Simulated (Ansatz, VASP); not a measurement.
C: VASP beside Ansatz

```
CELL_PARAMETERS angstrom
1.26328 0.72935 8.48471
-1.26328 0.72935 8.48471
0.00000 -1.45870 8.48471
ATOMIC_POSITIONS crystal
C 0.91283 0.91283 0.91283
C 0.24615 0.24615 0.24615
C 0.75385 0.75385 0.75385
C 0.08717 0.08717 0.08717
```

Alike in both runs: task single point; functional r2SCAN; k mesh 11 × 11 × 11; occupations fermi-dirac, width 0.1 eV; no spin polarisation.

```csv
,VASP,Ansatz
version,VASP 6.6.1,Ansatz 0.2.0
potentials or method,"VASP PAW PBE potentials, release 64 (C), cutoff 520 eV","plane waves, PAW"
valence electrons in the cell,16,16
```

Ansatz gave:

* pressure (GPa): -17.2
* traceless stress, the component that is largest in VASP (GPa): 16.60

Problem. What did VASP give for the same quantities?

Solution. Pressure (GPa): -16.7; traceless stress, the component that is largest in VASP (GPa): 16.03.

VASP's potentials were made for PBE, not for r2SCAN. With one functional, cell and mesh, what is left measures potentials, basis and numerics. Ansatz's warnings: structure snapped to symmetry.
